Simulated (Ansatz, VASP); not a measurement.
**TiAl in VASP and in Ansatz**

```
Ti Al
1.0
     2.86726    0.00000    0.00000
    -1.43363    2.48312    0.00000
     0.00000    0.00000    4.67808
Ti Al
1 1
Direct
  0.00000 0.00000 0.00000
  0.33333 0.66667 0.50000
```

Alike in both runs: task single point; functional PBEsol-based global hybrid with a share of 0.25 of exact exchange; k mesh 6 × 6 × 3; occupations fermi-dirac, width 0.05 eV; no spin polarisation.

```csv
,VASP,Ansatz
version,VASP 6.6.1,Ansatz 0.2.0
potentials or method,"VASP PAW PBE potentials, release 64 (Ti_sv, Al)",Ansatz PAW
plane-wave cutoff (eV),520,420
valence electrons in the cell,15,15
```

Ansatz gave:

| Item | Value |
| --- | --- |
| gap on the k mesh at the Fermi level (eV) | none |
| pressure (GPa) | -3.5 |
| traceless stress, the component that is largest in VASP (GPa) | -1.91 |

Question: Estimate VASP's values.

Answer: gap on the k mesh at the Fermi level (eV): none; pressure (GPa): -3.8; traceless stress, the component that is largest in VASP (GPa): -1.87.

VASP's potentials were made for PBE, not for PBEsol-based global hybrid. A gap of «none» marks a metal or a gap that the smearing closes.

The k mesh is coarse, so the values compare programs but aren't converged.
